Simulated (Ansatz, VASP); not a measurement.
## Two plane-wave programs on TiCo2

File POSCAR:

```
TiCo2
1.0
    0.0000000000      3.3436872293      3.3436872293
    3.3436872293      0.0000000000      3.3436872293
    3.3436872293      3.3436872293      0.0000000000
Ti Co
2 4
Direct
    0.5000000000      0.5000000000      0.5000000000
    0.7500000000      0.7500000000      0.7500000000
    0.1250000000      0.1250000000      0.1250000000
    0.6250000000      0.1250000000      0.1250000000
    0.1250000000      0.1250000000      0.6250000000
    0.1250000000      0.6250000000      0.1250000000
```

INCAR.step1

```
  PREC = Accurate
  ENCUT = 520
  ISMEAR = 0
  SIGMA = 0.1
  LREAL = False
  LASPH = True
  NELM = 150
  ISPIN = 2
  MAGMOM = -0.71 -0.71 1.69 1.69 1.69 1.69
  LMAXMIX = 4
  NBANDS = 43
  GGA = PE
  ALGO = Normal
  EDIFF = 1E-4
  LWAVE = True
  LCHARG = False
```

INCAR.step2

```
  PREC = Accurate
  ENCUT = 520
  EDIFF = 1E-7
  ISMEAR = 0
  SIGMA = 0.1
  LREAL = False
  LASPH = True
  NELM = 150
  ALGO = Normal
  ISIF = 2
  LWAVE = False
  LCHARG = True
  ISPIN = 2
  MAGMOM = -0.71 -0.71 1.69 1.69 1.69 1.69
  LORBIT = 11
  LMAXMIX = 4
  METAGGA = R2SCAN
  LMIXTAU = True
  LELF = True
  LVHAR = True
  NBANDS = 43
  ISTART = 1
```

Contents of KPOINTS:

```
Automatic mesh
0
Gamma
  10 10 10
```

Input for Ansatz:

```yaml
crystal:
  lattice:
    - [0.0, 3.3436872553, 3.3436872553]
    - [3.3436872553, 0.0, 3.3436872553]
    - [3.3436872553, 3.3436872553, 0.0]
  atoms:
    - { symbol: Ti, position: [0.5, 0.5, 0.5], spin: -0.71 }
    - { symbol: Ti, position: [0.75, 0.75, 0.75], spin: -0.71 }
    - { symbol: Co, position: [0.125, 0.125, 0.125], spin: 1.69 }
    - { symbol: Co, position: [0.625, 0.125, 0.125], spin: 1.69 }
    - { symbol: Co, position: [0.125, 0.125, 0.625], spin: 1.69 }
    - { symbol: Co, position: [0.125, 0.625, 0.125], spin: 1.69 }
basis:
  ecutwfc: 500
kpoints:
  mp_grid: { grid: [10, 10, 10] }
hamiltonian:
  xc: r2scan
scf:
  occupations: { method: gaussian, width: 0.1 }
output:
  forces: true
  stress: true
  eigenvalues: true
  populations: true
magnetization:
  spin_polarized: true
```

Alike in both runs: task single point; functional r2SCAN; k mesh 10 × 10 × 10; occupations gaussian, width 0.1 eV; collinear spin.

|  | VASP | Ansatz |
| --- | --- | --- |
| version | VASP 6.6.1 | Ansatz 0.2.0 |
| potentials or method | VASP PAW PBE potentials, release 64 (Ti_sv, Co), cutoff 520 eV | scalar-relativistic, plane waves, PAW |
| valence electrons in the cell | 60 | 92 |

Ansatz gave:

| Property | Result |
| --- | --- |
| gap on the k mesh at the Fermi level (eV) | none |
| pressure (GPa) | 0.0 |
| net moment per atom (μB) | 0.69 |
| size of the moment on the site where the two differ most (μB) | 1.54 |

Task: Which values does VASP return?

Result: gap on the k mesh at the Fermi level (eV): none; pressure (GPa): 0.0; net moment per atom (μB): 0.68; size of the moment on the site where the two differ most (μB): 1.48.

VASP's potentials were made for PBE, not for r2SCAN. Site moments also hang on the region over which each program counts them. A gap of «none» marks a metal or a gap that the smearing closes. VASP's potentials hold 60 valence electrons a cell and Ansatz's 92, so a difference there can come from the potentials and not from the codes. Ansatz's warnings: stability check not made.
